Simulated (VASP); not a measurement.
**KMgPd3: relaxation of cell and atoms with PBE**

KMgPd3:

```xyz
5
Lattice="3.5285 0.0000 0.0000 0.0000 3.5285 0.0000 0.0000 0.0000 9.1468" Properties=species:S:1:pos:R:3 pbc="T T T"
K     1.7642    1.7642    4.5734
Mg    0.0000    0.0000    0.0000
Pd    0.0000    0.0000    6.7290
Pd    0.0000    0.0000    2.4178
Pd    1.7642    1.7642    0.0000
```

The cell was built from a structure type or drawn by symmetry, and may not be a known phase.

```json
{
 "Program": "VASP 6.6.1",
 "Task": "relaxation of cell and atoms",
 "Functional": "PBE",
 "Potentials or basis": "VASP PAW PBE potentials, release 64 (K_sv, Mg, Pd)",
 "Cutoff": "600 eV",
 "k mesh": "10 × 10 × 4",
 "Occupations": "gaussian, width 0.1 eV",
 "Spin": "no spin polarisation",
 "Dipole correction": "no",
 "Further INCAR settings": "ALGO = Normal; EDIFF = 1e-07; IBRION = 2; EDIFFG = -0.01; NSW = 100; ISIF = 3"
}
```

The relaxed volume is 22.64 Å³/atom, the relaxed cell is a = 3.513 Å, b = 3.513 Å, c = 9.177 Å, α = 90.00°, β = 90.00°, γ = 90.00° and the space group after relaxing (to 0.1 Å) is P4/mmm (No. 123). The energy gained by relaxing is 0.3 meV/atom. The ionic steps are 7 and the pressure after relaxing is 0.0 GPa. The largest force after relaxing is 0.009 eV/Å and the band gap on the k mesh is zero (an odd number of electrons rules out a gap without spin polarisation).

Forces on the atoms (eV/Å):
```
K    0.000  0.000  0.000
Mg   0.000  0.000  0.000
Pd   0.000  0.000  0.009
Pd   0.000  0.000 -0.009
Pd   0.000  0.000  0.000
```

The path:
```
step  energy change (eV)  largest force (eV/Å)  pressure (GPa)  volume (Å³)
   1              0.0000                0.0030           -0.26       113.88
   2             -0.0010                0.0039           -0.05       113.26
   3             -0.0011                0.0069            0.04       112.99
   4             -0.0011                0.0149            0.02       113.06
   5             -0.0011                0.0224           -0.01       113.12
   6             -0.0012                0.0191           -0.01       113.14
   7             -0.0013                0.0090           -0.01       113.22
```

Final structure:
```
K Mg Pd
1.0
     3.51253    0.00000    0.00000
     0.00000    3.51253    0.00000
     0.00000    0.00000    9.17683
K Mg Pd
1 1 3
Direct
  0.50000 0.50000 0.50000
  0.00000 0.00000 0.00000
  0.00000 0.00000 0.73633
  0.00000 0.00000 0.26367
  0.50000 0.50000 0.00000
```

Levels at points of the mesh, in eV from the Fermi level:
| k point | band 17 | band 18 | band 19 | band 20 | band 21 | band 22 | band 23 | band 24 |
| --- | --- | --- | --- | --- | --- | --- | --- | --- |
| (0.00, 0.00, 0.00) | -1.34 | -1.05 | -1.04 | -1.04 | -0.78 | -0.77 | 3.10 | 4.29 |
| (0.50, 0.00, 0.00) | -1.12 | -1.10 | -0.97 | -0.40 | -0.33 | 1.36 | 1.49 | 1.52 |
| (0.50, 0.50, 0.00) | -1.31 | -0.47 | -0.47 | 1.15 | 1.15 | 1.77 | 2.86 | 3.41 |
| (0.00, 0.00, 0.50) | -1.35 | -1.03 | -1.03 | -0.79 | -0.76 | 0.26 | 1.02 | 4.84 |
| (0.50, 0.00, 0.50) | -1.17 | -1.11 | -0.93 | -0.22 | -0.03 | 0.67 | 1.26 | 1.94 |
| (0.50, 0.50, 0.50) | -1.22 | -0.47 | -0.47 | 1.00 | 1.00 | 1.78 | 2.86 | 3.62 |

It took 11 min on 1 thread of Intel(R) Xeon(R) Platinum 8375C CPU @ 2.90GHz (Ice Lake) (shared host), peak memory 0.42 GiB.
